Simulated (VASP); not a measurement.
Wanted: the native input for a VASP 6.6.1 run.

```yaml
Task: single point
Functional: PBEsol
Potentials_or_basis: VASP PAW PBE potentials, release 64 (Ti_sv, Si)
Cutoff: 520 eV
k_mesh: 8 × 8 × 8
Occupations: fermi-dirac, width 0.08 eV
Spin: no spin polarisation
Dipole_correction: no
Further_INCAR_settings: ALGO = Normal; EDIFF = 1e-07; NBANDS = 29
```

The structure of TiSi2 lies in POSCAR:

```
TiSi2
1.0
    0.1256925000      4.1819225000      4.3232700000
    2.4504225000      0.0997200000      4.2972975000
    2.4482700000      4.1537975000      0.0975675000
Ti Si
2 4
Direct
    0.7500000000      0.7500000000      0.7500000000
    0.5000000000      0.5000000000      0.5000000000
    0.0830000000      0.4170000000      0.0830000000
    0.4170000000      0.0830000000      0.4170000000
    0.1670000000      0.8330000000      0.1670000000
    0.8330000000      0.1670000000      0.8330000000
```

This cell differs from its parent crystal: equal xy, yz and zx shear strains of +3 %.

The input as run:

INCAR

```
SYSTEM = TiSi2
ALGO = Normal
EDIFF = 1E-7
ENCUT = 520
GGA = PS
ISIF = 2
ISMEAR = -1
LASPH = .True.
LCHARG = .False.
LREAL = .False.
LWAVE = .False.
NBANDS = 29
NELM = 100
PREC = Accurate
SIGMA = 0.08
```

KPOINTS

```
k-points
0
Gamma
  8 8 8
  0 0 0
```

Potentials or basis: VASP PAW PBE potentials, release 64 (Ti_sv, Si).

Launch:

```console
$ cat potpaw_PBE.64/Ti_sv/POTCAR potpaw_PBE.64/Si/POTCAR > POTCAR
$ mpirun -np 1 vasp_std > vasp.out
```

It gave:

The pressure is -1.2 GPa, the largest force is 0.300 eV/Å and the band gap on the k mesh is zero (bands 20 and 21 overlap by 1.83 eV).

Caveat: the cell differs from its parent crystal (equal xy, yz and zx shear strains of +3 %); the PAW data sets were made with another functional, which shifts forces and pressure a little.

Run time: 25 min on 1 thread of Intel Xeon 8259CL, on a shared host, peak memory 0.62 GiB.
